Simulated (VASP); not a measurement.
# Hf5Se8S2 (Cm) in VASP: single point with PBE+D3(BJ)

Aim: the single point of Hf5Se8S2 with PBE+D3(BJ).

Everything below comes from runs of VASP 6.6.1. Logs are shortened: lines on timing, memory, paths and dates and some standing lists are left out, and cuts for length are marked.

**1. The cell of the first run**

Symmetry: Cm, No. 8, monoclinic system. The conventional cell has a = 6.397 Å, b = 18.473 Å, c = 6.050 Å, α = 90.00°, β = 90.01°, γ = 90.00°. Within 3.4 Å of Hf (site symmetry 1) lie 1 S at 2.54 Å and 5 Se at 2.67 Å. Within 3.5 Å of Hf (site symmetry m) lie 6 Se at 2.66 to 2.68 Å. Hf (site symmetry 1) has 2 S at 2.54 Å and 4 Se at 2.66 to 2.68 Å within 3.3 Å. Se (site symmetry m) has 3 Hf at 2.66 to 2.67 Å and 12 Se at 3.57 to 3.84 Å within 3.9 Å. Se (site symmetry 1) has 3 Hf at 2.67 to 2.68 Å and 8 Se at 3.54 to 3.83 Å and 4 S at 3.69 to 3.71 Å within 3.9 Å. Se (site symmetry 1) has 3 Hf at 2.66 to 2.68 Å and 10 Se at 3.56 to 3.84 Å and 2 S at 3.70 to 3.71 Å within 3.9 Å. Se (site symmetry 1) has 3 Hf at 2.66 to 2.68 Å and 9 Se at 3.54 to 3.84 Å and 3 S at 3.67 to 3.69 Å within 3.9 Å. Within 3.9 Å of Se (site symmetry m) lie 3 Hf at 2.67 Å and 10 Se at 3.57 to 3.84 Å and 2 S at 3.71 Å.

**2. Single point, PBE+D3(BJ)**

File INCAR:

```
PREC = Accurate
ENCUT = 520
EDIFF = 1E-6
ISMEAR = 0
SIGMA = 0.1
LREAL = Auto
LASPH = T
NELM = 60
ALGO = Normal
ISIF = 2
LWAVE = F
LCHARG = F
GGA = PE
IVDW = 12
NBANDS = 68
```

File KPOINTS:

```
Automatic mesh
0
Gamma
  4 4 4
```

File POSCAR:

```
Hf5Se8S2
1.0
    0.0000000000     -0.0007844386     -6.0499675154
    0.0000000000      6.3969692337      0.0008166320
    9.2366953850     -3.1984846168     -0.0004083160
Hf Se S
5 8 2
Direct
   -0.0048452604     -0.0029141635     -0.0024588082
   -0.0048452604      0.1995446448      0.4024588082
   -0.0028495352      0.5996238038      0.2000000000
   -0.0065321434      0.4006978166      0.7975910752
   -0.0065321434      0.8031067414      0.6024089248
    0.2579392371      0.2645338043      0.2000000000
    0.2621772406      0.4686073645      0.5996159441
    0.2604087981      0.8658774458      0.4005737607
    0.2604087981      0.6653036851     -0.0005737607
    0.2621772406      0.0689914204      0.8003840559
    0.7329921489      0.3324562476      0.9982069879
    0.7329921489      0.5342492597      0.4017930121
    0.7333107311      0.9331823763      0.2000000000
    0.7615989998      0.7329596696      0.7991797860
    0.7615989998      0.1337798837      0.6008202140
```

Potentials or basis: VASP PAW PBE potentials, release 64 (Hf_pv, Se, S).

Command:

```sh
> cat potpaw_PBE.64/Hf_pv/POTCAR potpaw_PBE.64/Se/POTCAR potpaw_PBE.64/S/POTCAR > POTCAR
> mpirun -np 1 vasp_std > vasp.out
```

OUTCAR:

```text
PREC = Accurate
   ENCUT = 520
   EDIFF = 1E-6
   ISMEAR = 0
   LREAL = Auto
   LASPH = T
   NELM = 60
   ISIF = 2
   GGA = PE
   IVDW = 12
 IVDW          = 12

 ion  position               nearest neighbor table
   1  0.995  0.997  0.998-  14 2.54   9 2.67  11 2.67  10 2.67  13 2.67   6 2.67   5 3.65   4 3.67
                             3 3.70   3 3.71   4 3.71   2 3.74
   2  0.995  0.200  0.402-  15 2.54   8 2.67  12 2.67   7 2.67  13 2.67   6 2.67   4 3.65   5 3.67
                             3 3.70   3 3.71   5 3.71   1 3.74
   3  0.997  0.600  0.200-   6 2.66   9 2.66   8 2.66  13 2.67  12 2.68  11 2.68   1 3.70   2 3.70
                             2 3.71   1 3.71   4 3.72   5 3.72
   4  0.993  0.401  0.798-  15 2.54  14 2.54  11 2.66   7 2.67   9 2.68  10 2.68   2 3.65   5 3.67
                             5 3.67   1 3.67   1 3.71   3 3.72
   5  0.993  0.803  0.602-  14 2.54  15 2.54  12 2.66  10 2.67   8 2.68   7 2.68   1 3.65   4 3.67
                             4 3.67   2 3.67   2 3.71   3 3.72
   6  0.258  0.265  0.200-   3 2.66   2 2.67   1 2.67
   7  0.262  0.469  0.600-   2 2.67   4 2.67   5 2.68
   8  0.260  0.866  0.401-   3 2.66   2 2.67   5 2.68
   9  0.260  0.665  0.999-   3 2.66   1 2.67   4 2.68
  10  0.262  0.069  0.800-   1 2.67   5 2.67   4 2.68
  11  0.733  0.332  0.998-   4 2.66   1 2.67   3 2.68
  12  0.733  0.534  0.402-   5 2.66   2 2.67   3 2.68
  13  0.733  0.933  0.200-   3 2.67   1 2.67   2 2.67
  14  0.762  0.733  0.799-   5 2.54   4 2.54   1 2.54
  15  0.762  0.134  0.601-   4 2.54   5 2.54   2 2.54

  LATTYP: Found a base centered monoclinic cell.
 ALAT       =     6.3969692858
 B/A-ratio  =     2.8878348394
 C/A-ratio  =     0.9457552938
 COS(beta)  =    -0.0002573192

  Lattice vectors:

 A1 = (  -9.2366953850,   3.1984846168,   0.0004083160)
 A2 = (   9.2366953850,   3.1984846169,   0.0004083160)
 A3 = (   0.0000000000,  -0.0007844386,  -6.0499675154)

Analysis of symmetry for initial positions (statically):
=====================================================================
 Subroutine PRICEL returns:
 Original cell was already a primitive cell.

 Routine SETGRP: Setting up the symmetry group for a
 base centered monoclinic supercell.

 Subroutine GETGRP returns: Found  2 space group operations
 (whereof  1 operations were pure point group operations)
 out of a pool of  4 trial point group operations.

The static configuration has the point symmetry C_1 .
 The point group associated with its full space group is C_1h.

Analysis of symmetry for dynamics (positions and initial velocities):
=====================================================================
 Subroutine PRICEL returns:
 Original cell was already a primitive cell.

 Routine SETGRP: Setting up the symmetry group for a
 base centered monoclinic supercell.

 Subroutine GETGRP returns: Found  2 space group operations
 (whereof  1 operations were pure point group operations)
 out of a pool of  4 trial point group operations.

The dynamic configuration has the point symmetry C_1 .
 The point group associated with its full space group is C_1h.

 Subroutine INISYM returns: Found  2 space group operations
 (whereof  1 operations are pure point group operations),
 and found     1 'primitive' translations

----------------------------------------------------------------------------------------

                                     Primitive cell

  volume of cell :     357.4736

  direct lattice vectors                    reciprocal lattice vectors
     0.000000000 -0.000784439 -6.049967515    -0.000000000  0.000021101 -0.165290146
     0.000000000  6.396969234  0.000816632     0.054131914  0.156324031 -0.000020269
     9.236695385 -3.198484617 -0.000408316     0.108263828  0.000000000  0.000000000

  length of vectors
     6.049967566  6.396969286  9.774806681     0.165290148  0.165431155  0.108263828

  position of ions in fractional coordinates (direct lattice)
     0.995154740  0.997085836  0.997541192
     0.995154740  0.199544645  0.402458808
     0.997150465  0.599623804  0.200000000
[... 42 lines left out ...]
    -0.000000000  0.000005275 -0.041322537     0.250000000  0.000000000 -0.000000000
     0.013532978  0.039081008 -0.000005067    -0.000000000  0.250000000  0.000000000
     0.027065957  0.000000000  0.000000000     0.000000000  0.000000000  0.250000000

  Length of vectors
     0.041322537  0.041357789  0.027065957

  Shift w.r.t. Gamma in fractional coordinates (k-lattice)
     0.000000000  0.000000000  0.000000000

 Subroutine IBZKPT returns following result:
 ===========================================

 Found     24 irreducible k-points:

 Following reciprocal coordinates:
            Coordinates               Weight
  0.000000  0.000000  0.000000      1.000000
  0.250000 -0.000000  0.000000      2.000000
  0.500000 -0.000000  0.000000      1.000000
  0.000000  0.250000  0.000000      4.000000
  0.250000  0.250000  0.000000      4.000000
  0.500000  0.250000  0.000000      4.000000
[... 16 lines left out ...]
  0.250000 -0.000000  0.500000      2.000000
  0.500000 -0.000000  0.500000      1.000000
   k-points           NKPTS =     24   k-points in BZ     NKDIM =     24   number of bands    NBANDS=     68
   number of dos      NEDOS =    301   number of ions     NIONS =     15
   total plane-waves  NPLWV = 184320
   dimension x,y,z NGX =    48 NGY =   48 NGZ =   80
   dimension x,y,z NGXF=    96 NGYF=   96 NGZF=  160
   ions per type =               5   8   2
   NGX,Y,Z   is equivalent  to a cutoff of  13.19, 12.47, 13.61 a.u.
   NGXF,Y,Z  is equivalent  to a cutoff of  26.38, 24.95, 27.21 a.u.
 SYSTEM =  unknown system
   PREC   = accura    normal or accurate (medium, high low for compatibility)
   ISTART =      0    job   : 0-new  1-cont  2-samecut
   ICHARG =      2    charge: 1-file 2-atom 10-const
   ISPIN  =      1    spin polarized calculation?
   LNONCOLLINEAR =      F non collinear calculations
   LSORBIT =      F    spin-orbit coupling
   LASPH  =      T    aspherical Exc in radial PAW
   ENCUT  =  520.0 eV  38.22 Ry    6.18 a.u.  11.25 11.89 18.17*2*pi/ulx,y,z
   NELM   =     60;   NELMIN=  2; NELMDL= -5     # of ELM steps
   EDIFF  = 0.1E-05   stopping-criterion for ELM
   LREAL  =      T    real-space projection
   EDIFFG = 0.1E-04   stopping-criterion for IOM
   NSW    =      0    number of steps for IOM
   IBRION =     -1    ionic relax: 0-MD 1-quasi-New 2-CG
   NFREE  =      0    steps in history (QN), initial steepest desc. (CG)
   ISIF   =      2    stress and relaxation
   ISYM   =      2    0-nonsym 1-usesym 2-fastsym
   POTIM  = 0.5000    time-step for ionic-motion
   TEBEG  =    0.0;   TEEND  =   0.0 temperature during run
   PSTRESS=    0.0 pullay stress
   NELECT =     110.0000    total number of electrons
   NUPDOWN=      -1.0000    fix difference up-down
   EMIN   =  10.00;   EMAX   =-10.00  energy-range for DOS
   EFERMI =   0.00;   METHOD = LEGACY
   ISMEAR =     0;   SIGMA  =   0.10  broadening in eV -4-tet -1-fermi 0-gaus
   EFERMI_NEDOS =   21; number of points for ismear=-14 and -15
   IALGO  =     38    algorithm
   IMIX   =      4    mixing-type and parameters
     AMIX     =   0.40;   BMIX     =  1.00
     AMIX_MAG =   1.60;   BMIX_MAG =  1.00
  volume/ion in A,a.u.               =      23.83       160.82
  Fermi-wavevector in a.u.,A,eV,Ry     =   1.105243  2.088606 16.620360  1.221562
  Thomas-Fermi vector in A             =   2.241727
   LORBIT       =      0    0 simple, 1 ext, 2 COOP (PROOUT), +10 PAW based schemes
   GGA     = PE    functional components
   LHFCALC =     F    Hartree Fock is set to
   AEXX    =    0.0000 exact exchange contribution
   IVDW    =    12    specifies the selected vdW correction
   LEPSILON=     F    determine dielectric tensor
   LRPA    =     F    only Hartree local field effects (RPA)
 non-spin polarized calculation
 Gauss-broadening in eV      SIGMA  =   0.10
  energy-cutoff  :      520.00
  volume of cell :      357.47
 maximum number of plane-waves:      9654
 NGX is ok and might be reduce to    48
   NGX = 23   NGY = 23   NGZ = 37

 number of electron     110.0000001 magnetization

 Free energy of the ion-electron system (eV)
  ---------------------------------------------------
  ext. energy  EPLUGINS =         0.00000000
  ---------------------------------------------------
  free energy    TOTEN  =      -106.52640397 eV

  energy without entropy =     -106.52631460  energy(sigma->0) =     -106.52635929

 E-fermi :   3.7443     XC(G=0):  -9.7614

 val. band max:        3.5427189414   @ k =   0.0000   0.0000   0.0000
 cond. band min:       3.9454645460   @ k =   0.5000  -0.0000   0.5000
 fundamental gap:      0.4027456046
 Fermi energy:         3.7443259612

 k-point     1 :       0.0000    0.0000    0.0000
  band No.  band energies     occupation
      1     -27.7662      2.00000
      2     -27.7376      2.00000
      3     -27.7298      2.00000
      4     -27.7264      2.00000
      5     -27.6983      2.00000
      6     -27.6854      2.00000
[... 1669 lines left out ...]
     66       6.5608      0.00000
     67       6.6725      0.00000
 [bands above 67 left out]

------------------------ aborting loop because EDIFF is reached ----------------------------------------

 Edisp (eV)   -5.56271

 E8    (eV) :    -2.5153

  FORCE on cell =-STRESS in cart. coord.  units (eV):
  Direction    XX          YY          ZZ          XY          YZ          ZX
  --------------------------------------------------------------------------------------
  -------------------------------------------------------------------------------------
  Total      -0.82186    -0.81007    -0.82294    -0.00000    -0.01945     0.00000
  in kB      -3.68355    -3.63070    -3.68837    -0.00000    -0.08718     0.00000
  external pressure =       -3.67 kB  Pullay stress =        0.00 kB

 VOLUME and BASIS-vectors are now :
 -----------------------------------------------------------------------------
  energy-cutoff  :      520.00
  volume of cell :      357.47
      direct lattice vectors                 reciprocal lattice vectors
     0.000000000 -0.000784439 -6.049967515    -0.000000000  0.000021101 -0.165290146
     0.000000000  6.396969234  0.000816632     0.054131914  0.156324031 -0.000020269
     9.236695385 -3.198484617 -0.000408316     0.108263828  0.000000000  0.000000000

 POSITION                                       TOTAL-FORCE (eV/Angst)
 -----------------------------------------------------------------------------------
      9.21398      3.18693     -6.02025        -0.009285     -0.002128      0.001903
      3.71739     -0.01156     -6.02066         0.009285     -0.002128      0.001903
      1.84734      3.19530     -6.03232         0.000000      0.008094     -0.015998
      7.36711      0.01139     -6.01045        -0.007136     -0.005094      0.017750
      5.56427      3.20987     -6.01004         0.007136     -0.005094      0.017750
      1.84734      1.05232     -1.56039         0.000000      0.007799      0.050960
      5.53847      1.07960     -1.58603        -0.000939     -0.006549      0.042042
      3.69998      4.25756     -1.57492        -0.008051      0.004141      0.046386
      9.23140      1.05907     -1.57533         0.008051      0.004141      0.046386
      7.39290     -2.11889     -1.58643         0.000939     -0.006549      0.042042
      9.22013     -1.06661     -4.43471        -0.007046     -0.000575     -0.039348
      3.71124      2.13187     -4.43431         0.007046     -0.000575     -0.039348
      1.84734      5.32927     -4.43583         0.000000      0.004467     -0.037190
      7.38178      2.13196     -4.60738        -0.003457      0.000025     -0.067619
      5.54959     -1.06653     -4.60779         0.003457      0.000025     -0.067619
 -----------------------------------------------------------------------------------
    total drift:                               -0.000006      0.018892      0.016162

  FREE ENERGIE OF THE ION-ELECTRON SYSTEM (eV)
  ---------------------------------------------------
  free  energy   TOTEN  =      -112.0891096759 eV

  energy  without entropy=     -112.0890203088  energy(sigma->0) =     -112.08906499
```

Run time: 17 min. Hardware: 1 thread of Intel Xeon Platinum 8375C at 2.90GHz (Ice Lake), shared host; peak memory 0.65 GiB.

What came out:

| Quantity | Value |
| --- | --- |
| Free energy | -112.0891 eV |
| Pressure | -0.4 GPa |
| Largest force | 0.068 eV/Å |
| Band gap on the k mesh | 0.40 eV (least direct gap 0.72 eV) |
| Dispersion energy per atom | -0.371 eV |

Forces in eV/Å, atoms in the order of the input:
```
Hf  -0.009 -0.002  0.002
Hf   0.009 -0.002  0.002
Hf   0.000  0.008 -0.016
Hf  -0.007 -0.005  0.018
Hf   0.007 -0.005  0.018
Se   0.000  0.008  0.051
Se  -0.001 -0.007  0.042
Se  -0.008  0.004  0.046
Se   0.008  0.004  0.046
Se   0.001 -0.007  0.042
Se  -0.007 -0.001 -0.039
Se   0.007 -0.001 -0.039
Se   0.000  0.004 -0.037
S   -0.003  0.000 -0.068
S    0.003  0.000 -0.068
```

Caveat: spin-orbit coupling is left out, which moves the levels of the heavy elements. A k mesh can miss the band edges.
